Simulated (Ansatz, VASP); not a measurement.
As in VASP and in Ansatz

```xyz
2
Lattice="2.5774 0.0000 0.0000 0.0000 2.5921 0.0000 -0.0216 0.0000 5.1580" Properties=species:S:1:pos:R:3 pbc="T T T"
As    2.5720    0.0000    1.2925
As   -0.0162    0.0000    3.8656
```

Alike in both runs: task single point; functional PBEsol; k mesh 8 × 8 × 4; occupations gaussian, width 0.1 eV; no spin polarisation.

|  | VASP | Ansatz |
| --- | --- | --- |
| version | VASP 6.6.1 | Ansatz 0.2.0 |
| potentials or method | VASP PAW PBE potentials, release 64 (As), cutoff 500 eV | scalar-relativistic, plane waves, PAW |
| valence electrons in the cell | 10 | 30 |

VASP gave:

```
gap on the k mesh at the Fermi level (eV)                     : none
pressure (GPa)                                                : 14.9
traceless stress, the component that is largest in VASP (GPa) : -0.78
rms of the force components (eV/Å)                            : 0.008
```

Question: Which values does Ansatz return?

Answer: gap on the k mesh at the Fermi level (eV): none; pressure (GPa): 14.2; traceless stress, the component that is largest in VASP (GPa): -0.74; rms of the force components (eV/Å): 0.007.

VASP's potentials were made for PBE, not for PBEsol. Atom by atom the forces differ by 0.001 eV/Å (rms over components). A gap of «none» marks a metal or a gap that the smearing closes. VASP's potentials hold 10 valence electrons a cell and Ansatz's 30, so a difference there can come from the potentials and not from the codes.
